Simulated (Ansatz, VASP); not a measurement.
# GaN: VASP beside Ansatz

```xyz
4
Lattice="3.2184 0.0000 0.0000 -1.6092 2.7872 0.0000 0.0000 0.0000 5.2431" Properties=species:S:1:pos:R:3 pbc="T T T"
Ga    0.0000    1.8581    0.0007
Ga    1.6092    0.9291    2.6223
N     0.0000    1.8581    1.9759
N     1.6092    0.9291    4.5975
```

Alike in both runs: task single point; functional PBE; k mesh 9 × 9 × 6; no spin polarisation.

```csv
,VASP,Ansatz
version,VASP 6.6.1,Ansatz 0.2.0
potentials or method,"VASP PAW PBE potentials, release 64 (Ga_d, N)","scalar-relativistic, plane waves, PAW"
plane-wave cutoff (eV),520,420
occupations,"gaussian, width 0.01 eV",fixed
valence electrons in the cell,36,36
```

|  | VASP | Ansatz | Ansatz less VASP |
| --- | --- | --- | --- |
| gap on the k mesh at the Fermi level (eV) | 1.72 | 1.71 | -0.006 |
| least direct gap on the mesh (eV) | 1.72 | 1.71 | -0.006 |
